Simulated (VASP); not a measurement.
Input of a VASP 6.6.1 run:

The input POSCAR:

```
DyBPd3
1.0
    4.1320000000      0.0000000000      0.0000000000
    0.0000000000      4.1320000000      0.0000000000
    0.0000000000      0.0000000000      4.1320000000
Dy Pd B
1 3 1
Direct
    0.0000000000      0.0000000000      0.0000000000
    0.0000000000      0.5000000000      0.5000000000
    0.5000000000      0.0000000000      0.5000000000
    0.5000000000      0.5000000000      0.0000000000
    0.5000000000      0.5000000000      0.5000000000
```

File INCAR.step1:

```
PREC = Accurate ; ENCUT = 520
ISMEAR = 0 ; SIGMA = 0.1
LREAL = F ; LASPH = T
NELM = 150 ; ISPIN = 2
MAGMOM = 5 -1 -1 1 0 ; LMAXMIX = 6
NBANDS = 38 ; GGA = PE
ALGO = Normal ; EDIFF = 1E-4
LWAVE = T ; LCHARG = F
```

The input INCAR.step2:

```
PREC = Accurate ; ENCUT = 520
EDIFF = 1E-6 ; ISMEAR = 0
SIGMA = 0.1 ; LREAL = F
LASPH = T ; NELM = 150
ALGO = Normal ; ISIF = 2
LWAVE = F ; LCHARG = F
ISPIN = 2 ; MAGMOM = 5 -1 -1 1 0
LORBIT = 11 ; LMAXMIX = 6
METAGGA = R2SCAN ; LMIXTAU = T
NBANDS = 38 ; ISTART = 1
```

Contents of KPOINTS:

```
regular mesh
0
Gamma
  5 5 5
```

Potentials or basis: VASP PAW PBE potentials, release 64 (Dy, Pd, B).

Launch:

```bash
$ cat potpaw_PBE.64/Dy/POTCAR potpaw_PBE.64/Pd/POTCAR potpaw_PBE.64/B/POTCAR > POTCAR
$ cp INCAR.step1 INCAR
$ mpirun -np 1 vasp_std > vasp.out
$ cp INCAR.step2 INCAR
$ mpirun -np 1 vasp_std > vasp.out
```

Q: Predict the net moment.

A: 4.85 μB per cell.

Q: What does it give for the site moments?

A: Dy +4.54; Pd +0.04; B +0.02 μB.

Stress tensor (GPa, compression positive):
```
22.94  0.00  0.00
 0.00 22.94  0.00
 0.00  0.00 23.05
```

Caveat: the magnetic or orbital state may not be the lowest; the cell stands under pressure; the PAW data sets were made with another functional, which shifts forces and pressure a little. The state reached can hang on the start; a lower one may exist.
